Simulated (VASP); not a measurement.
Here is a VASP 6.6.1 calculation.

Contents of INCAR:

```
  ALGO = Normal
  EDIFF = 1E-6
  ENCUT = 520
  GGA = VW
  ISIF = 2
  ISMEAR = -1
  LASPH = True
  LCHARG = True
  LELF = True
  LREAL = False
  LVHAR = True
  LWAVE = False
  NBANDS = 56
  NELM = 100
  PREC = Accurate
  SIGMA = 0.05
```

KPOINTS

```
k-points
0
Gamma
  5 6 5
```

Contents of POSCAR:

```
HfO2
1.0
    5.1129138024      0.0000000000      0.0000000000
    0.0000000000      4.9025969881      0.0000000000
    0.0000000000      0.0000000000      4.9299483645
Hf O
4 8
Direct
    0.9669940000      0.7325208200      0.7414403500
    0.5330060000      0.7325208200      0.2414403500
    0.4669940000      0.2674791800      0.7414403500
    0.0330060000      0.2674791800      0.2414403500
    0.6321274500      0.9286454000      0.8792672600
    0.8678725500      0.9286454000      0.3792672600
    0.2339485200      0.5398830500      0.4922923900
    0.2660514800      0.5398830500      0.9922923900
    0.7660514800      0.4601169500      0.9922923900
    0.7339485200      0.4601169500      0.4922923900
    0.1321274500      0.0713546000      0.8792672600
    0.3678725500      0.0713546000      0.3792672600
```

Potentials or basis: VASP PAW PBE potentials, release 64 (Hf_pv, O).

Launch:

```console
$ cat potpaw_PBE.64/Hf_pv/POTCAR potpaw_PBE.64/O/POTCAR > POTCAR
$ mpirun -np 1 vasp_std > vasp.out
```

(1) What does it give for the band gap on the k mesh?

(2) What does it give for the pressure?

(3) Estimate the largest force.

Answers

(1) 4.46 eV, indirect (least direct gap 4.68 eV).

(2) 9.7 GPa.

(3) 0.295 eV/Å.

Caveat: the PAW data sets were made with another functional, which shifts forces and pressure a little; spin-orbit coupling is left out, which moves the levels of the heavy elements.
